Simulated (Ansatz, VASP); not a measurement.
## CsCl in VASP and in Ansatz

```xyz
2
Lattice="4.0673 0.0000 0.0000 0.0000 4.0673 0.0000 0.0000 0.0000 4.0673" Properties=species:S:1:pos:R:3 pbc="T T T"
Cs    0.0000    0.0000    0.0000
Cl    2.0336    2.0336    2.0336
```

Change from the starting cell: volume scaled by 0.96, PAW files.

Alike in both runs: task electric field gradients; functional PBEsol; k mesh 6 × 6 × 6; occupations fermi-dirac, width 0.03 eV; no spin polarisation.

|  | VASP | Ansatz |
| --- | --- | --- |
| version | VASP 6.6.1 | Ansatz 0.2.0 |
| potentials or method | VASP PAW PBE potentials, release 64 (Cs_sv, Cl) | PAW with Ansatz's default frozen-core files, scalar-relativistic |
| plane-wave cutoff (eV) | 400 | 420 |
| valence electrons in the cell | 16 | 16 |

VASP gave:

| Property | Result |
| --- | --- |
| gap on the k mesh at the Fermi level (eV) | 5.21 |
| pressure (GPa) | 0.1 |

Task: Which values does Ansatz return?

Result: gap on the k mesh at the Fermi level (eV): 5.23; pressure (GPa): 0.0.

VASP's potentials were made for PBE, not for PBEsol.

Spin-orbit coupling is off throughout.
